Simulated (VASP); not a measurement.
Crystal: Pt.

```
Pt
1.0
    -1.58422    1.58422    1.58422
     1.58422   -1.58422    1.58422
     1.58422    1.58422   -1.58422
Pt
1
Direct
  0.00000 0.00000 0.00000
```

* Program: VASP 6.6.1
* Task: relaxation of cell and atoms
* Functional: revPBE
* Dispersion: D4
* Potentials or basis: VASP PAW PBE potentials, release 64 (Pt)
* Cutoff: 600 eV
* k mesh: 12 × 12 × 12
* Occupations: fermi-dirac, width 0.05 eV
* Spin: no spin polarisation

At the start: pressure -10.4 GPa; volume 15.90 Å³/atom.

Problem. Where does the relaxation end?

Solution. Over 4 steps the energy falls by 23.1 meV/atom and the volume is 15.23 Å³/atom (-4.2 %); space group Im-3m (No. 229, to 0.05 Å).

The path:
| step | energy change (eV) | largest force (eV/Å) | pressure (GPa) | volume (Å³) |
| --- | --- | --- | --- | --- |
| 1 | 0.0000 | 0.0000 | -10.42 | 15.90 |
| 2 | 0.1522 | 0.0000 | 39.73 | 13.64 |
| 3 | -0.0230 | 0.0000 | -0.47 | 15.25 |
| 4 | -0.0231 | 0.0000 | -0.08 | 15.23 |

Final structure:
```xyz
1
Lattice="-1.5616 1.5616 1.5616 1.5616 -1.5616 1.5616 1.5616 1.5616 -1.5616" Properties=species:S:1:pos:R:3 pbc="T T T"
Pt    3.1232    0.0000    0.0000
```

Caveat: the PAW data sets were made with another functional, which shifts forces and pressure a little; pairwise dispersion overbinds metals, which lowers pressure and volume.
